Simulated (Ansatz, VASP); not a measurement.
## One calculation of Zn2SeS, two programs

File INCAR:

```
  PREC = Accurate
  ENCUT = 520
  EDIFF = 1E-6
  ISMEAR = 0
  SIGMA = 0.05
  LREAL = F
  LASPH = T
  NELM = 100
  ALGO = Normal
  ISIF = 2
  LWAVE = F
  LCHARG = T
  GGA = CA
  LELF = T
  LVHAR = T
  NBANDS = 26
```

The input KPOINTS:

```
Automatic mesh
0
Gamma
  8 8 6
```

Contents of POSCAR:

```
Zn2SeS
1.0
    4.3002157660      0.0000000000      0.0000000000
    0.0000000000      4.3002157660      0.0000000000
    0.0000000000      0.0000000000      5.5221151400
Zn Se S
2 1 1
Direct
    0.5000000000      0.0000000000      0.7630636300
    0.0000000000      0.5000000000      0.2369363700
    0.0000000000      0.0000000000      0.5000000000
    0.5000000000      0.5000000000      0.0000000000
```

Input for Ansatz:

```yaml
crystal:
  lattice:
    - [4.300215766, 0.0, 0.0]
    - [0.0, 4.300215766, 0.0]
    - [0.0, 0.0, 5.52211514]
  atoms:
    - { symbol: Zn, position: [0.5, 0.0, 0.76306363] }
    - { symbol: Zn, position: [0.0, 0.5, 0.23693637] }
    - { symbol: Se, position: [0.0, 0.0, 0.5] }
    - { symbol: S, position: [0.5, 0.5, 0.0] }
basis:
  ecutwfc: 420
kpoints:
  mp_grid: { grid: [8, 8, 6] }
hamiltonian:
  xc: lda
scf:
  occupations: { method: gaussian, width: 0.05 }
output:
  forces: true
  stress: true
  eigenvalues: true
```

Change from the starting cell: strain +0.1000 x Voigt [1, 1, 0, 0, 0, 0], atoms carried along.

Alike in both runs: task single point; functional LDA; k mesh 8 × 8 × 6; occupations gaussian, width 0.05 eV; no spin polarisation.

|  | VASP | Ansatz |
| --- | --- | --- |
| version | VASP 6.6.1 | Ansatz 0.2.0 |
| potentials or method | VASP PAW LDA potentials, release 64 (Zn, Se, S), cutoff 520 eV | scalar-relativistic, plane waves, PAW |
| valence electrons in the cell | 36 | 46 |

Ansatz gave:

| Quantity | Value |
| --- | --- |
| gap on the k mesh at the Fermi level (eV) | 0.51 |
| least direct gap on the mesh (eV) | 0.51 |
| pressure (GPa) | -11.1 |
| traceless stress, the component that is largest in VASP (GPa) | 2.44 |
| rms of the force components (eV/Å) | 0.021 |

What did VASP give for the same quantities?

gap on the k mesh at the Fermi level (eV): 0.53; least direct gap on the mesh (eV): 0.53; pressure (GPa): -11.0; traceless stress, the component that is largest in VASP (GPa): 2.44; rms of the force components (eV/Å): 0.021.

LDA's correlation is that of Perdew and Zunger in VASP and of Perdew and Wang (1992) in Ansatz. Atom by atom the forces differ by 0.001 eV/Å (rms over components). VASP's potentials hold 36 valence electrons a cell and Ansatz's 46, so a difference there can come from the potentials and not from the codes.
